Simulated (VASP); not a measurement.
# Zn (P6_3/mmc) in VASP: a series of runs

Zn is run at these levels: PBE; tasks: single point.

All numbers are computed with VASP 6.6.1; they aren't measurements. Logs are shortened: lines on timing, memory, paths and dates and some standing lists are left out, and cuts for length are marked.

**1. The cell of the first run**

The structure is hexagonal, space group P6_3/mmc (No. 194). The conventional cell has a = 2.649 Å, b = 2.649 Å, c = 5.200 Å, α = 90.00°, β = 90.00°, γ = 120.00°. Zn (site symmetry -6m2) has 12 Zn at 2.65 to 3.02 Å within 3.5 Å.

**2. Single point, PBE (volume scaled by 1.03, then relaxed in part)**

File INCAR:

```
PREC = Accurate
ENCUT = 520
EDIFF = 1E-6
ISMEAR = 0
SIGMA = 0.1
LREAL = F
LASPH = T
NELM = 60
ALGO = Fast
ISIF = 2
LWAVE = F
LCHARG = F
GGA = PE
NBANDS = 19
```

File KPOINTS:

```
regular mesh
0
Gamma
  18 18 8
```

File POSCAR:

```
Zn
1.0
    2.6487703084      0.0000000000      0.0000000000
   -1.3243851542      2.2939023759      0.0000000000
    0.0000000000      0.0000000000      5.2003008545
Zn
2
Direct
    0.3333333333      0.6666666667      0.2500000000
    0.6666666667      0.3333333333      0.7500000000
```

Potentials or basis: VASP PAW PBE potentials, release 64 (Zn).

The run is started by

```bash
$ cat potpaw_PBE.64/Zn/POTCAR > POTCAR
$ mpirun -np 1 vasp_std > vasp.out
```

OUTCAR:

```text
PREC = Accurate
   ENCUT = 520
   EDIFF = 1E-6
   ISMEAR = 0
   LREAL = F
   LASPH = T
   NELM = 60
   ISIF = 2
   GGA = PE

 ion  position               nearest neighbor table
   1  0.333  0.667  0.250-   2 3.02   2 3.02   2 3.02   2 3.02   2 3.02   2 3.02
   2  0.667  0.333  0.750-   1 3.02   1 3.02   1 3.02   1 3.02   1 3.02   1 3.02

  LATTYP: Found a hexagonal cell.
 ALAT       =     2.6487703084
 C/A-ratio  =     1.9632887148

  Lattice vectors:

 A1 = (   2.6487703084,   0.0000000000,   0.0000000000)
 A2 = (  -1.3243851542,   2.2939023759,   0.0000000000)
 A3 = (   0.0000000000,   0.0000000000,   5.2003008545)

Analysis of symmetry for initial positions (statically):
=====================================================================
 Subroutine PRICEL returns:
 Original cell was already a primitive cell.

 Routine SETGRP: Setting up the symmetry group for a
 hexagonal supercell.

 Subroutine GETGRP returns: Found 24 space group operations
 (whereof 12 operations were pure point group operations)
 out of a pool of 24 trial point group operations.

The static configuration has the point symmetry D_3d.
 The point group associated with its full space group is D_6h.

Analysis of symmetry for dynamics (positions and initial velocities):
=====================================================================
 Subroutine PRICEL returns:
 Original cell was already a primitive cell.

 Routine SETGRP: Setting up the symmetry group for a
 hexagonal supercell.

 Subroutine GETGRP returns: Found 24 space group operations
 (whereof 12 operations were pure point group operations)
 out of a pool of 24 trial point group operations.

The dynamic configuration has the point symmetry D_3d.
 The point group associated with its full space group is D_6h.

 Subroutine INISYM returns: Found 24 space group operations
 (whereof 12 operations are pure point group operations),
 and found     1 'primitive' translations

----------------------------------------------------------------------------------------

                                     Primitive cell

  volume of cell :      31.5971

  direct lattice vectors                    reciprocal lattice vectors
     2.648770308  0.000000000  0.000000000     0.377533679  0.217969171  0.000000000
    -1.324385154  2.293902376  0.000000000     0.000000000  0.435938343  0.000000000
     0.000000000  0.000000000  5.200300855     0.000000000  0.000000000  0.192296567

  length of vectors
     2.648770308  2.648770308  5.200300855     0.435938343  0.435938343  0.192296567

  position of ions in fractional coordinates (direct lattice)
     0.333333333  0.666666667  0.250000000
     0.666666667  0.333333333  0.750000000

  ion indices of the primitive-cell ions
   primitive index   ion index
                 1           1
                 2           2

----------------------------------------------------------------------------------------

 KPOINTS: regular mesh

Automatic generation of k-mesh.
 Grid dimensions read from file:
 generate k-points for:   18   18    8

 Generating k-lattice:

  Cartesian coordinates                     Fractional coordinates (reciprocal lattice)
     0.020974093  0.012109398  0.000000000     0.055555556  0.000000000  0.000000000
     0.000000000  0.024218797  0.000000000     0.000000000  0.055555556  0.000000000
     0.000000000  0.000000000  0.024037071     0.000000000  0.000000000  0.125000000

  Length of vectors
     0.024218797  0.024218797  0.024037071

  Shift w.r.t. Gamma in fractional coordinates (k-lattice)
     0.000000000  0.000000000  0.000000000

 Subroutine IBZKPT returns following result:
 ===========================================

 Found    185 irreducible k-points:

 Following reciprocal coordinates:
            Coordinates               Weight
  0.000000  0.000000  0.000000      1.000000
  0.055556  0.000000  0.000000      6.000000
  0.111111  0.000000  0.000000      6.000000
  0.166667  0.000000  0.000000      6.000000
  0.222222 -0.000000  0.000000      6.000000
  0.277778  0.000000  0.000000      6.000000
[... 16 lines left out ...]
  0.333333  0.111111  0.000000     12.000000
  0.388889  0.111111  0.000000     12.000000
 [... further k-points ...]
   k-points           NKPTS =    185   k-points in BZ     NKDIM =    185   number of bands    NBANDS=     19
   number of dos      NEDOS =    301   number of ions     NIONS =      2
   total plane-waves  NPLWV =  16000
   dimension x,y,z NGX =    20 NGY =   20 NGZ =   40
   dimension x,y,z NGXF=    40 NGYF=   40 NGZF=   80
   ions per type =               2
   NGX,Y,Z   is equivalent  to a cutoff of  12.55, 12.55, 12.79 a.u.
   NGXF,Y,Z  is equivalent  to a cutoff of  25.11, 25.11, 25.57 a.u.
 SYSTEM =  unknown system
   PREC   = accura    normal or accurate (medium, high low for compatibility)
   ISTART =      0    job   : 0-new  1-cont  2-samecut
   ICHARG =      2    charge: 1-file 2-atom 10-const
   ISPIN  =      1    spin polarized calculation?
   LNONCOLLINEAR =      F non collinear calculations
   LSORBIT =      F    spin-orbit coupling
   LASPH  =      T    aspherical Exc in radial PAW
   ENCUT  =  520.0 eV  38.22 Ry    6.18 a.u.   4.92  4.92  9.67*2*pi/ulx,y,z
   NELM   =     60;   NELMIN=  2; NELMDL= -5     # of ELM steps
   EDIFF  = 0.1E-05   stopping-criterion for ELM
   LREAL  =      F    real-space projection
   EDIFFG = 0.1E-04   stopping-criterion for IOM
   NSW    =      0    number of steps for IOM
   IBRION =     -1    ionic relax: 0-MD 1-quasi-New 2-CG
   NFREE  =      0    steps in history (QN), initial steepest desc. (CG)
   ISIF   =      2    stress and relaxation
   ISYM   =      2    0-nonsym 1-usesym 2-fastsym
   POTIM  = 0.5000    time-step for ionic-motion
   TEBEG  =    0.0;   TEEND  =   0.0 temperature during run
   PSTRESS=    0.0 pullay stress
   NELECT =      24.0000    total number of electrons
   NUPDOWN=      -1.0000    fix difference up-down
   EMIN   =  10.00;   EMAX   =-10.00  energy-range for DOS
   EFERMI =   0.00;   METHOD = LEGACY
   ISMEAR =     0;   SIGMA  =   0.10  broadening in eV -4-tet -1-fermi 0-gaus
   EFERMI_NEDOS =   21; number of points for ismear=-14 and -15
   IALGO  =     68    algorithm
   IMIX   =      4    mixing-type and parameters
     AMIX     =   0.40;   BMIX     =  1.00
     AMIX_MAG =   1.60;   BMIX_MAG =  1.00
  volume/ion in A,a.u.               =      15.80       106.61
  Fermi-wavevector in a.u.,A,eV,Ry     =   1.493698  2.822679 30.356400  2.231132
  Thomas-Fermi vector in A             =   2.606065
   LORBIT       =      0    0 simple, 1 ext, 2 COOP (PROOUT), +10 PAW based schemes
   GGA     = PE    functional components
   LHFCALC =     F    Hartree Fock is set to
   AEXX    =    0.0000 exact exchange contribution
   IVDW    =     0    specifies the selected vdW correction
   LEPSILON=     F    determine dielectric tensor
   LRPA    =     F    only Hartree local field effects (RPA)
 non-spin polarized calculation
 RMM-DIIS sequential band-by-band and
 Gauss-broadening in eV      SIGMA  =   0.10
  energy-cutoff  :      520.00
  volume of cell :       31.60
 maximum number of plane-waves:       885
 NGX is ok and might be reduce to    20
   NGX =  9   NGY =  9   NGZ = 19

 number of electron      23.9999989 magnetization

 Free energy of the ion-electron system (eV)
  ---------------------------------------------------
  ext. energy  EPLUGINS =         0.00000000
  ---------------------------------------------------
  free energy    TOTEN  =        -2.21679162 eV

  energy without entropy =       -2.21518806  energy(sigma->0) =       -2.21598984

 E-fermi :   2.7633     XC(G=0): -11.3391

 val. band max:        2.7462821727   @ k =   0.3889   0.0556   0.0000
 cond. band min:       2.7891427890   @ k =   0.1111   0.0000   0.2500
 fundamental gap:      0.0428606163
 Fermi energy:         2.7633000860

 k-point     1 :       0.0000    0.0000    0.0000
  band No.  band energies     occupation
      1      -7.2858      2.00000
      2      -5.7355      2.00000
      3      -5.0544      2.00000
      4      -4.7868      2.00000
      5      -4.7868      2.00000
      6      -4.7521      2.00000
[... 11 lines left out ...]
     18      22.4327      0.00000
     19      22.4540      0.00000

 k-point     2 :       0.0556    0.0000    0.0000
  band No.  band energies     occupation
      1      -7.1924      2.00000
      2      -5.6916      2.00000
      3      -5.0428      2.00000
      4      -4.7979      2.00000
      5      -4.7649      2.00000
      6      -4.7629      2.00000
[... 11 lines left out ...]
     18      21.4294      0.00000
     19      23.2402      0.00000

 k-point     3 :       0.1111    0.0000    0.0000
  band No.  band energies     occupation
      1      -6.9159      2.00000
      2      -5.5717      2.00000
      3      -5.0126      2.00000
      4      -4.8251      2.00000
      5      -4.7866      2.00000
      6      -4.7011      2.00000
[... 11 lines left out ...]
     18      20.5799      0.00000
     19      21.5668      0.00000

 k-point     4 :       0.1667    0.0000    0.0000
  band No.  band energies     occupation
      1      -6.4729      2.00000
      2      -5.4172      2.00000
      3      -4.9786      2.00000
      4      -4.8549      2.00000
      5      -4.7805      2.00000
      6      -4.6247      2.00000
[... 407 lines left out ...]
     18      16.2798      0.00000
     19      17.6710      0.00000

 k-point    23 :       0.3333    0.1111    0.0000
  band No.  band energies     occupation
      1      -5.3569      2.00000
      2      -5.2791      2.00000
      3      -5.1369      2.00000
      4      -4.7832      2.00000
      5      -4.6701      2.00000
      6      -4.5856      2.00000
[... 11 lines left out ...]
     18      15.8039      0.00000
     19      17.4235      0.00000

 k-point    24 :       0.3889    0.1111    0.0000
  band No.  band energies     occupation
      1      -5.3983      2.00000
      2      -5.3140      2.00000
      3      -5.1799      2.00000
      4      -4.8117      2.00000
      5      -4.6183      2.00000
      6      -4.6142      2.00000
[... 11 lines left out ...]
     18      15.5087      0.00000
     19      17.2173      0.00000

 [... further k-points ...]

------------------------ aborting loop because EDIFF is reached ----------------------------------------

  FORCE on cell =-STRESS in cart. coord.  units (eV):
  Direction    XX          YY          ZZ          XY          YZ          ZX
  --------------------------------------------------------------------------------------
  -------------------------------------------------------------------------------------
  Total       -0.1883399     -0.1883399     -0.2363185      0.0000000      0.0000000      0.0000000
  in kB       -9.5500412     -9.5500412    -11.9828617      0.0000000      0.0000000      0.0000000
  external PRESSURE =     -10.3609814 kB  Pullay stress =       0.0000000 kB

 VOLUME and BASIS-vectors are now :
 -----------------------------------------------------------------------------
  energy-cutoff  :      520.00
  volume of cell :       31.60
      direct lattice vectors                 reciprocal lattice vectors
     2.648770308  0.000000000  0.000000000     0.377533679  0.217969171  0.000000000
    -1.324385154  2.293902376  0.000000000     0.000000000  0.435938343  0.000000000
     0.000000000  0.000000000  5.200300855     0.000000000  0.000000000  0.192296567

 POSITION                                       TOTAL-FORCE (eV/Angst)
 -----------------------------------------------------------------------------------
     -0.00000      1.52927      1.30008         0.000000      0.000000     -0.000000
      1.32439      0.76463      3.90023        -0.000000     -0.000000      0.000000
 -----------------------------------------------------------------------------------
    total drift:                               -0.000000      0.000000      0.000000

  FREE ENERGIE OF THE ION-ELECTRON SYSTEM (eV)
  ---------------------------------------------------
  free  energy   TOTEN  =        -2.2167916229 eV

  energy  without entropy=       -2.2151880586  energy(sigma->0) =       -2.21598984
```

Wall time 35 s (1 thread of Intel Xeon 6975P-C (Granite Rapids), shared host); peak memory 0.2 GiB.

Results:

| Property | Result |
| --- | --- |
| Free energy | -2.2168 eV |
| Pressure | -1.0 GPa |
| Band gap on the k mesh | zero (band 12 reaches 4.59 eV, above the bottom of band 13 at -0.82 eV) |

Levels at points of the mesh, in eV from the Fermi level:
| k point | band 9 | band 10 | band 11 | band 12 | band 13 | band 14 | band 15 | band 16 |
| --- | --- | --- | --- | --- | --- | --- | --- | --- |
| (0.00, 0.00, 0.00) | -7.13 | -6.99 | -6.99 | -3.59 | -3.58 | 11.60 | 15.43 | 18.15 |
| (0.50, 0.00, 0.00) | -6.77 | -6.76 | -2.46 | -1.79 | 2.28 | 3.63 | 3.67 | 5.64 |
| (0.00, 0.00, 0.50) | -7.05 | -7.05 | -7.05 | -7.05 | 3.56 | 3.56 | 19.28 | 19.28 |
| (0.50, 0.00, 0.50) | -6.76 | -6.76 | -1.59 | -1.59 | 0.32 | 0.32 | 9.30 | 9.30 |

**3. Single point, PBE (volume scaled by 1.06, then relaxed in part)**

File INCAR:

```
SYSTEM = Zn
PREC = Accurate
ENCUT = 520
EDIFF = 1E-7
ISMEAR = 0
SIGMA = 0.1
LREAL = .FALSE.
LASPH = .TRUE.
NELM = 80
ALGO = Normal
ISIF = 2
LWAVE = .FALSE.
LCHARG = .FALSE.
GGA = PE
NBANDS = 19
```

File KPOINTS:

```
Automatic mesh
0
G
  18 18 8
  0 0 0
```

File POSCAR:

```
Zn
1.0
    2.6616383164      0.0000000000      0.0000000000
   -1.3308191582      2.3050463977      0.0000000000
    0.0000000000      0.0000000000      5.3001435160
Zn
2
Direct
    0.3333333333      0.6666666667      0.2500000000
    0.6666666667      0.3333333333      0.7500000000
```

Potentials or basis: VASP PAW PBE potentials, release 64 (Zn).

The run is started by

```bash
$ cat potpaw_PBE.64/Zn/POTCAR > POTCAR
$ mpirun -np 1 vasp_std > vasp.out
```

Run time: 40 s. Hardware: 1 thread of Intel Xeon 6975P-C (Granite Rapids), shared host; peak memory 0.2 GiB.

Results (log left out):

- Free energy: -2.2039 eV
- Pressure: -2.8 GPa
- Band gap on the k mesh: zero (band 12 reaches 4.36 eV, above the bottom of band 13 at -0.92 eV)

Stress tensor (GPa, compression positive):
```
-2.74  0.00  0.00
 0.00 -2.74  0.00
 0.00  0.00 -2.97
```

Levels at points of the mesh, in eV from the Fermi level:
```csv
k point,band 9,band 10,band 11,band 12,band 13,band 14,band 15,band 16
"(0.00, 0.00, 0.00)",-7.04,-6.91,-6.91,-3.70,-3.44,11.01,14.83,18.09
"(0.50, 0.00, 0.00)",-6.69,-6.68,-2.29,-1.67,2.18,3.49,3.67,5.62
"(0.00, 0.00, 0.50)",-6.97,-6.97,-6.97,-6.97,3.31,3.31,19.15,19.15
"(0.50, 0.00, 0.50)",-6.68,-6.68,-1.45,-1.45,0.36,0.36,9.03,9.03
```
